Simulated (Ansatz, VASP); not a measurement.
**Two plane-wave programs on In3GaP4**

INCAR

```
SYSTEM = In3GaP4
PREC = Accurate
ENCUT = 500
EDIFF = 1E-6
ISMEAR = 0
SIGMA = 0.01
LREAL = .FALSE.
LASPH = .TRUE.
NELM = 120
ALGO = Normal
ISIF = 2
LWAVE = .FALSE.
LCHARG = .TRUE.
GGA = PE
LELF = .TRUE.
LVHAR = .TRUE.
NBANDS = 46
GGA_COMPAT = .FALSE.
```

The input KPOINTS:

```
Automatic mesh
0
G
  6 4 4
  0 0 0
```

Contents of POSCAR:

```
In3GaP4
1.0
    4.0495034719      0.0000000000      0.0000000000
    0.0000000000      4.0514085760      5.7330519533
    0.0000000000     -4.0514085760      5.7330519533
Ga In P
1 3 4
Direct
    0.0000000000     -0.0003440986     -0.0003440986
    0.5000000000      0.0006733118      0.4995232679
    0.5000000000      0.4995232679      0.0006733118
    0.0000000000      0.4994029693      0.4994029693
    0.5000000000      0.1151401338      0.1151401338
    0.0000000000      0.1196785097      0.6410438219
    0.0000000000      0.6410438219      0.1196785097
    0.5000000000      0.6248820841      0.6248820841
```

Input for Ansatz:

```yaml
crystal:
  lattice:
    - [4.0495034719, 0.0, 0.0]
    - [0.0, 4.051408576, 5.7330519533]
    - [0.0, -4.051408576, 5.7330519533]
  atoms:
    - { symbol: Ga, position: [0.0, -0.0003440986, -0.0003440986] }
    - { symbol: In, position: [0.5, 0.0006733118, 0.4995232679] }
    - { symbol: In, position: [0.5, 0.4995232679, 0.0006733118] }
    - { symbol: In, position: [0.0, 0.4994029693, 0.4994029693] }
    - { symbol: P, position: [0.5, 0.1151401338, 0.1151401338] }
    - { symbol: P, position: [0.0, 0.1196785097, 0.6410438219] }
    - { symbol: P, position: [0.0, 0.6410438219, 0.1196785097] }
    - { symbol: P, position: [0.5, 0.6248820841, 0.6248820841] }
kpoints:
  mp_grid: { grid: [6, 4, 4] }
hamiltonian:
  xc: pbe
scf:
  occupations: { method: fixed }
  n_extra_bands: 6
output:
  forces: true
  stress: true
  eigenvalues: true
```

Alike in both runs: task single point; functional PBE; k mesh 6 × 4 × 4; no spin polarisation.

|  | VASP | Ansatz |
| --- | --- | --- |
| version | VASP 6.6.1 | Ansatz 0.2.0 |
| potentials or method | VASP PAW PBE potentials, release 64 (Ga_d, In_d, P) | plane waves, PAW |
| plane-wave cutoff (eV) | 500 | 420 |
| occupations | gaussian, width 0.01 eV | fixed |
| valence electrons in the cell | 72 | 72 |

VASP gave:

```
gap on the k mesh at the Fermi level (eV) : 0.74
pressure (GPa)                            : 4.4
rms of the force components (eV/Å)        : 0.033
```

Problem. Which values does Ansatz return?

Solution. gap on the k mesh at the Fermi level (eV): 0.75; pressure (GPa): 4.5; rms of the force components (eV/Å): 0.035.

Atom by atom the forces differ by 0.002 eV/Å (rms over components).
